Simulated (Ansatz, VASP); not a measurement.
Two plane-wave programs on Al4B3Sb

```
Al B Sb
1.0
     3.51561    0.00000    0.00000
    -1.75780    3.04461    0.00000
     0.00000    0.00000   10.51939
Al B Sb
4 3 1
Direct
  0.33333 0.66667 0.78873
  0.33333 0.66667 0.39321
  0.66667 0.33333 0.21127
  0.66667 0.33333 0.60679
  0.00000 0.00000 0.50000
  0.00000 0.00000 0.32836
  0.00000 0.00000 0.67164
  0.00000 0.00000 0.00000
```

Change from the starting cell: species swapped into the CrFe3Sb4 type (P-3m1, No. 164).

Alike in both runs: functional PBE; k mesh 5 × 5 × 2; occupations gaussian, width 0.2 eV; no spin polarisation.

Ansatz relaxed the structure, and its values are those at the end. VASP's run is a single point on that final structure, the one shown.

|  | VASP | Ansatz |
| --- | --- | --- |
| version | VASP 6.6.1 | Ansatz 0.2.0 |
| potentials or method | VASP PAW PBE potentials, release 64 (Al, B, Sb), cutoff 520 eV | scalar-relativistic, plane waves, PAW |
| valence electrons in the cell | 26 | 36 |

```csv
,VASP,Ansatz,Ansatz less VASP
gap on the k mesh at the Fermi level (eV),none,none,-
pressure (GPa),0.3,0.3,+0.02
rms of the force components (eV/Å),0.011,0.013,+0.0012
```

A gap of «none» marks a metal or a gap that the smearing closes. With one functional, cell and mesh, what is left measures potentials, basis and numerics. VASP's potentials hold 26 valence electrons a cell and Ansatz's 36, so a difference there can come from the potentials and not from the codes.

The k mesh is coarse, so the values compare programs but aren't converged. Spin-orbit coupling is off throughout.
